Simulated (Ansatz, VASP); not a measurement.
BP in VASP and in Ansatz

```
CELL_PARAMETERS angstrom
3.17883 0.00000 0.00000
-1.58941 2.75294 0.00000
0.00000 0.00000 23.80000
ATOMIC_POSITIONS crystal
B 0.33333 0.66667 0.29412
P 0.66667 0.33333 0.29412
```

Alike in both runs: functional LDA; k mesh 12 × 12 × 1; occupations gaussian, width 0.03 eV; no spin polarisation.

Ansatz relaxed the structure, and its values are those at the end. VASP's run is a single point on that final structure, the one shown.

```csv
,VASP,Ansatz
version,VASP 6.6.1,Ansatz 0.2.0
potentials or method,"VASP PAW LDA potentials, release 64 (B, P), cutoff 420 eV","scalar-relativistic, plane waves, PAW"
valence electrons in the cell,8,8
```

|  | VASP | Ansatz | Ansatz less VASP |
| --- | --- | --- | --- |
| gap on the k mesh at the Fermi level (eV) | 0.82 | 0.80 | -0.011 |
| least direct gap on the mesh (eV) | 0.82 | 0.80 | -0.011 |

Ansatz warns that its potentials were made for another functional, while VASP's fit it. LDA's correlation is that of Perdew and Zunger in VASP and of Perdew and Wang (1992) in Ansatz. Ansatz's warnings: slab cell height set, structure snapped to symmetry, xc potential rough in thin density.
